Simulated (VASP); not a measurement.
Crystal: KF.

```
K F
1.0
     3.25895    0.00000    0.00000
     0.00000    3.25895    0.00000
     0.00000    0.00000    3.25895
K F
1 1
Cartesian
  0.0000 0.0000 0.0000
  1.6295 1.6295 1.6295
```

Base run:

```yaml
Program: VASP 6.6.1
Functional: PBE
Potentials_or_basis: VASP PAW PBE potentials, release 64 (K_sv, F)
Cutoff: 600 eV
k_mesh: 8 × 8 × 8
Occupations: gaussian, width 0.1 eV
Spin: no spin polarisation
Hubbard_terms: F p U = 1.3 eV
```

Its results: pressure -0.3 GPa.

**Question.** The run is repeated on the same cell with these changes: k mesh from 8 × 8 × 8 to 1 × 1 × 1; hubbard terms from F p U = 1.3 eV to F p U = 2.3 eV. What comes out?

**Answer.** Pressure 33.3 GPa.

Several settings changed at once.

Caveats: some runs use coarse meshes.
